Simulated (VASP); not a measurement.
Runs of VASP 6.6.1 on LiBr. The structure is that of space group Fm-3m (No. 225), or close to it. The cells are those of the table. 

| task | cell | gap on the mesh (eV) | pressure (GPa) |
| --- | --- | --- | --- |
| single point | a = 3.897 Å, angles 60.0°, 2 atoms | 4.92 | 0.0 |
| single point | a = 3.817 Å, angles 60.0°, 2 atoms | 5.20 | (b) |
| relaxation of cell and atoms | relaxed from a = 3.890 Å, angles 60.0°, 2 atoms | 4.93 | 0.0 |
| single point | a = 3.776 Å, angles 60.0°, 2 atoms | 5.36 | (a) |

Alike in all rows: level PBE; potentials or basis VASP PAW PBE potentials, release 64 (Li_sv, Br); no spin polarisation; k mesh 8 × 8 × 8; cutoff (eV) 750; smearing gaussian 0.02 eV.

Question: Estimate the missing entries.

Answer: (a) 2.9; (b) 1.8.

A k mesh can miss the band edges, and the runs leave out spin-orbit coupling on Br.
